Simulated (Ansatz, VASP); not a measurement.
## Two plane-wave programs on Sr

Contents of INCAR:

```
PREC = Accurate
ENCUT = 520
EDIFF = 1E-7
ISMEAR = 0
SIGMA = 0.03
LREAL = F
LASPH = T
NELM = 80
ALGO = Normal
ISIF = 2
LWAVE = F
LCHARG = F
GGA = PS
NBANDS = 11
```

Contents of KPOINTS:

```
regular mesh
0
Gamma
  10 10 10
```

POSCAR

```
Sr
1.0
    0.0532411250      3.0423500000      3.0423500000
    3.0423500000      0.0532411250      3.0423500000
    3.0955911250      3.0955911250      0.0000000000
Sr
1
Direct
    0.0000000000      0.0000000000      0.0000000000
```

Input for Ansatz:

```yaml
crystal:
  lattice:
    - [0.053241125, 3.04235, 3.04235]
    - [3.04235, 0.053241125, 3.04235]
    - [3.095591125, 3.095591125, 0.0]
  atoms:
    - { symbol: Sr, position: [0.0, 0.0, 0.0] }
basis:
  ecutwfc: 420
kpoints:
  mp_grid: { grid: [10, 10, 10] }
hamiltonian:
  xc: pbesol
scf:
  occupations: { method: gaussian, width: 0.03 }
output:
  forces: true
  stress: true
  eigenvalues: true
```

Change from the starting cell: strain +0.0350 x Voigt [0, 0, 0, 0, 0, 1], atoms carried along.

Alike in both runs: task single point; functional PBEsol; k mesh 10 × 10 × 10; occupations gaussian, width 0.03 eV; no spin polarisation.

|  | VASP | Ansatz |
| --- | --- | --- |
| version | VASP 6.6.1 | Ansatz 0.2.0 |
| potentials or method | VASP PAW PBE potentials, release 64 (Sr_sv), cutoff 520 eV | scalar-relativistic, plane waves, PAW |
| valence electrons in the cell | 10 | 10 |

Ansatz gave:

* gap on the k mesh at the Fermi level (eV): none
* pressure (GPa): -0.9
* traceless stress, the component that is largest in VASP (GPa): -0.22

Task: Estimate VASP's values.

Result: gap on the k mesh at the Fermi level (eV): none; pressure (GPa): -0.9; traceless stress, the component that is largest in VASP (GPa): -0.23.

VASP's potentials were made for PBE, not for PBEsol. A gap of «none» marks a metal or a gap that the smearing closes. With one functional, cell and mesh, what is left measures potentials, basis and numerics.
